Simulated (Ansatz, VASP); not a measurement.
Two plane-wave programs on MoS2

Contents of INCAR:

```
SYSTEM = MoS2
ALGO = Normal
EDIFF = 1E-6
ENCUT = 500
GGA = CA
GGA_COMPAT = .FALSE.
ISIF = 2
ISMEAR = 0
LASPH = .TRUE.
LCHARG = .TRUE.
LDAU = .TRUE.
LDAUJ = 0 0
LDAUL = 2 -1
LDAUPRINT = 1
LDAUTYPE = 2
LDAUU = 4 0
LELF = .TRUE.
LMAXMIX = 4
LREAL = .FALSE.
LVHAR = .TRUE.
LWAVE = .FALSE.
NBANDS = 35
NELM = 200
PREC = Accurate
SIGMA = 0.05
```

File KPOINTS:

```
k-points
0
G
  7 7 2
  0 0 0
```

POSCAR

```
MoS2
1.0
    3.1610015200      0.0000000000      0.0000000000
   -1.5805007600      2.7375076200      0.0000000000
    0.0000000000      0.0000000000     12.2949997000
Mo S
2 4
Direct
    0.3333333333      0.6666666667      0.2500000000
    0.6666666667      0.3333333333      0.7500000000
    0.3333333333      0.6666666667      0.6275000000
    0.6666666667      0.3333333333      0.1275000000
    0.3333333333      0.6666666667      0.8725000000
    0.6666666667      0.3333333333      0.3725000000
```

Input for Ansatz:

```yaml
crystal:
  lattice:
    - [3.16100152, 0.0, 0.0]
    - [-1.58050076, 2.73750762, 0.0]
    - [0.0, 0.0, 12.2949997]
  atoms:
    - { symbol: Mo, position: [0.3333333333, 0.6666666667, 0.25] }
    - { symbol: Mo, position: [0.6666666667, 0.3333333333, 0.75] }
    - { symbol: S, position: [0.3333333333, 0.6666666667, 0.6275] }
    - { symbol: S, position: [0.6666666667, 0.3333333333, 0.1275] }
    - { symbol: S, position: [0.3333333333, 0.6666666667, 0.8725] }
    - { symbol: S, position: [0.6666666667, 0.3333333333, 0.3725] }
basis:
  ecutwfc: 420
  ecutrho_ratio: 4
kpoints:
  mp_grid: { grid: [7, 7, 2] }
hamiltonian:
  xc: lda
  hubbard:
    sites: [{ site: 0, l: d, u_eff: 4.0 }, { site: 1, l: d, u_eff: 4.0 }]
scf:
  occupations: { method: gaussian, width: 0.05 }
  lower_state_search: "off"
  max_iter: 150
output:
  forces: true
  stress: true
  eigenvalues: true
  populations: true
  hubbard: { sites: [{ site: 0, l: d }, { site: 1, l: d }] }
```

Alike in both runs: task single point; functional LDA; k mesh 7 × 7 × 2; occupations gaussian, width 0.05 eV; no spin polarisation; Hubbard terms Mo d U = 4.0 eV.

|  | VASP | Ansatz |
| --- | --- | --- |
| version | VASP 6.6.1 | Ansatz 0.2.0 |
| potentials or method | VASP PAW LDA potentials, release 64 (Mo_sv, S), cutoff 500 eV | scalar-relativistic, plane waves, PAW |
| valence electrons in the cell | 52 | 52 |

Ansatz gave:

| Item | Value |
| --- | --- |
| gap on the k mesh at the Fermi level (eV) | 0.89 |
| least direct gap on the mesh (eV) | 1.95 |
| pressure (GPa) | 1.0 |
| traceless stress, the component that is largest in VASP (GPa) | 4.49 |
| rms of the force components (eV/Å) | 0.345 |

Problem. What did VASP give for the same quantities?

Solution. gap on the k mesh at the Fermi level (eV): 0.95; least direct gap on the mesh (eV): 2.01; pressure (GPa): 3.6; traceless stress, the component that is largest in VASP (GPa): 4.66; rms of the force components (eV/Å): 0.489.

LDA's correlation is that of Perdew and Zunger in VASP and of Perdew and Wang (1992) in Ansatz. The programs project onto different local orbitals, so the same U acts differently, and such runs can settle in different states. Atom by atom the forces differ by 0.144 eV/Å (rms over components).
